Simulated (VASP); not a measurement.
Runs of VASP 6.6.1 on WS2. The cell holds a slab with vacuum, 3 atoms: a = 3.184 Å, b = 3.184 Å, c = 16.951 Å, α = 90.00°, β = 90.00°, γ = 120.00°. 

```csv
k mesh,gap on the mesh (eV),largest force (eV/Å)
3 × 3 × 1,(b),0.29
4 × 4 × 1,2.37,(a)
6 × 6 × 1,1.79,0.10
8 × 8 × 2,2.07,0.10
10 × 10 × 2,(c),0.10
5 × 5 × 1,2.18,0.11
```

Alike in all rows: task single point; level PBEsol; potentials or basis VASP PAW PBE potentials, release 64 (W_sv, S); no spin polarisation; cell as given; cutoff (eV) 520; smearing gaussian 0.1 eV.

**Question.** Estimate the missing entries.

**Answer.** (a) 0.16; (b) 1.76; (c) 1.99.

Caveats: some runs use coarse meshes; the PAW data sets were made with another functional, which shifts forces and pressure a little; spin-orbit coupling is left out, which moves the levels of the heavy elements.

A k mesh can miss the band edges, and the runs leave out spin-orbit coupling on W.
